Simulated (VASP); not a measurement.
**Zn2CdSe3: single point with PBE**

The system is Zn2CdSe3.

```
Zn Cd Se
1.0
    -2.08434    2.08434    8.82145
     2.08434   -2.08434    8.82145
     2.08434    2.08434   -8.82145
Zn Cd Se
2 1 3
Direct
  0.67163 0.67163 0.00000
  0.32837 0.32837 0.00000
  0.00000 0.00000 0.00000
  0.75000 0.25000 0.50000
  0.09385 0.59385 0.50000
  0.40615 0.90615 0.50000
```

* Program: VASP 6.6.1
* Task: single point
* Functional: PBE
* Potentials or basis: VASP PAW PBE potentials, release 64 (Zn, Cd, Se)
* Cutoff: 520 eV
* k mesh: 4 × 4 × 4
* Occupations: gaussian, width 0.15 eV
* Spin: no spin polarisation

| Property | Result |
| --- | --- |
| Pressure | 0.2 GPa |
| Band gap on the k mesh | 0.82 eV |

Forces on the atoms (eV/Å):
```
Zn   0.000  0.000 -0.002
Zn   0.000  0.000  0.002
Cd   0.000  0.000  0.000
Se   0.000  0.000  0.000
Se   0.000  0.000 -0.002
Se   0.000  0.000  0.002
```

Stress tensor (GPa, compression positive):
```
0.14 0.00 0.00
0.00 0.14 0.00
0.00 0.00 0.24
```

Levels at points of the mesh, in eV from the valence-band top:
```tsv
k point	band 24	band 25	band 26	band 27	band 28	band 29	band 30	band 31
(0.00, 0.00, 0.00)	-1.39	-0.07	0.00	0.00	0.82	3.34	3.42	3.75
(0.50, 0.00, 0.00)	-1.00	-0.97	-0.75	-0.53	2.34	3.35	3.52	5.62
(0.50, 0.50, 0.00)	-2.24	-2.23	-1.91	-1.89	3.11	3.49	4.38	4.55
(0.50, 0.50, 0.50)	-0.76	-0.76	-0.45	-0.45	2.63	2.75	3.24	3.41
```

It took 3.6 min on 1 thread of Intel(R) Xeon(R) Platinum 8488C (Sapphire Rapids) (shared host), peak memory 0.68 GiB.
